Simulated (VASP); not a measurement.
Here is a VASP 6.6.1 calculation.

INCAR

```
SYSTEM = Pd
ALGO = Normal
EDIFF = 1E-7
ENCUT = 520
GGA = RE
ISIF = 2
ISMEAR = -1
ISPIN = 2
LASPH = .True.
LCHARG = .True.
LELF = .True.
LMAXMIX = 4
LORBIT = 11
LREAL = .False.
LVHAR = .True.
LWAVE = .False.
MAGMOM = 0.45 0.45
NBANDS = 21
NELM = 150
PREC = Accurate
SIGMA = 0.05
```

The input KPOINTS:

```
k-points
0
Gamma
  11 11 11
  0 0 0
```

Contents of POSCAR:

```
Pd
1.0
    0.0000000000      2.8549165037      2.8549165037
    2.8549165037      0.0000000000      2.8549165037
    2.8549165037      2.8549165037      0.0000000000
Pd
2
Direct
    0.1250000000      0.1250000000      0.1250000000
    0.8750000000      0.8750000000      0.8750000000
```

Potentials or basis: VASP PAW PBE potentials, release 64 (Pd).

Run with:

```sh
$ cat potpaw_PBE.64/Pd/POTCAR > POTCAR
$ mpirun -np 1 vasp_std > vasp.out
```

Problem. Estimate the net moment.

Solution. 0.97 μB per cell.

Problem. Predict the site moments.

Solution. Pd +0.47 μB.

Problem. Estimate the pressure.

Solution. 5.7 GPa.

Caveat: the cell stands under pressure; the PAW data sets were made with another functional, which shifts forces and pressure a little.
